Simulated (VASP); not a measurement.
The system is ZrSi3O8.

```
CELL_PARAMETERS angstrom
3.55216 0.00000 0.00000
0.00000 5.77225 0.00000
0.00000 0.00000 6.35713
ATOMIC_POSITIONS crystal
Si 0.00000 0.75299 0.07587
Si 0.50000 0.00000 0.40431
Si 0.00000 0.24701 0.07587
O 0.50000 0.79286 0.58607
O 0.50000 0.76789 0.16664
O 0.00000 0.00000 0.32497
O 0.00000 0.00000 0.93547
O 0.50000 0.20714 0.58607
O 0.50000 0.23211 0.16664
O 0.00000 0.50000 0.29819
O 0.00000 0.50000 0.92931
Zr 0.50000 0.50000 0.45057
```

| Property | Result |
| --- | --- |
| Program | VASP 6.6.1 |
| Task | relaxation of cell and atoms |
| Functional | PBEsol |
| Potentials or basis | VASP PAW PBE potentials, release 64 (Si, O, Zr_sv) |
| Cutoff | 600 eV |
| k mesh | 6 × 4 × 4 |
| Occupations | fermi-dirac, width 0.02 eV |
| Spin | no spin polarisation |

At the start: pressure -4.4 GPa; volume 10.86 Å³/atom.

How do energy, volume and symmetry change on relaxing?

Over 34 steps the energy falls by 13.3 meV/atom and the volume is 9.60 Å³/atom (-11.6 %); space group Pmm2 (No. 25, to 0.1 Å) before and after.

The path:
```
step  energy change (eV)  largest force (eV/Å)  pressure (GPa)  volume (Å³)
   1              0.0000                0.1840           -4.36       130.35
   2              0.0223                0.7746            5.83       124.84
   3             -0.0365                0.2759           -0.08       127.88
   4             -0.0370                0.5796           -0.19       127.23
   5             -0.0409                0.2855           -0.15       127.54
   6             -0.0458                0.1475           -0.13       127.15
   7             -0.0479                0.2600           -0.10       126.69
   8             -0.0514                0.2500           -0.12       126.41
   9             -0.0574                0.3329           -0.14       125.58
  10             -0.0614                0.2683           -0.14       125.32
  11             -0.0712                0.1961           -0.13       124.57
  12             -0.0810                0.3976           -0.02       123.07
  13             -0.0842                0.3918           -0.05       122.84
  14             -0.0934                0.3737           -0.11       122.16
  15             -0.1095                0.3994           -0.18       120.79
  16             -0.1285                0.5923           -0.04       118.02
  17             -0.1293                0.6705            0.10       116.98
  18             -0.1426                0.4248           -0.01       115.94
  19             -0.1441                0.2938           -0.03       115.38
  20             -0.1491                0.2106           -0.25       115.37
  21             -0.1513                0.2976           -0.49       115.35
  22             -0.1544                0.1617           -0.09       115.19
  23             -0.1555                0.1308            0.35       115.02
  24             -0.1569                0.1007            0.20       115.08
  25             -0.1576                0.1684           -0.01       115.16
  26             -0.1587                0.0551           -0.03       115.20
  27             -0.1587                0.0476           -0.03       115.22
  28             -0.1590                0.0338            0.02       115.21
  29             -0.1592                0.0283            0.08       115.20
  30             -0.1592                0.0183           -0.03       115.26
  31             -0.1592                0.0159           -0.04       115.25
  32             -0.1593                0.0120            0.02       115.24
  33             -0.1593                0.0113            0.01       115.25
  34             -0.1593                0.0046            0.00       115.25
```

Final structure:
```cif
data_structure
_symmetry_space_group_name_H-M 'P 1'
_symmetry_Int_Tables_number 1
_cell_length_a 3.5090
_cell_length_b 5.7994
_cell_length_c 5.6634
_cell_angle_alpha 90.000
_cell_angle_beta 90.000
_cell_angle_gamma 90.000
_cell_volume 115.25
loop_
_atom_site_label
_atom_site_type_symbol
_atom_site_fract_x
_atom_site_fract_y
_atom_site_fract_z
_atom_site_occupancy
Si1 Si 0.00000 0.75322 0.05861 1
Si2 Si 0.50000 0.00000 0.41869 1
Si3 Si 0.00000 0.24678 0.05861 1
O1 O 0.50000 0.79485 0.62115 1
O2 O 0.50000 0.76670 0.15901 1
O3 O 0.00000 0.00000 0.33429 1
O4 O 0.00000 0.00000 0.90748 1
O5 O 0.50000 0.20515 0.62115 1
O6 O 0.50000 0.23330 0.15901 1
O7 O 0.00000 0.50000 0.29681 1
O8 O 0.00000 0.50000 0.88513 1
Zr1 Zr 0.50000 0.50000 0.48004 1
```

Caveat: the PAW data sets were made with another functional, which shifts forces and pressure a little.
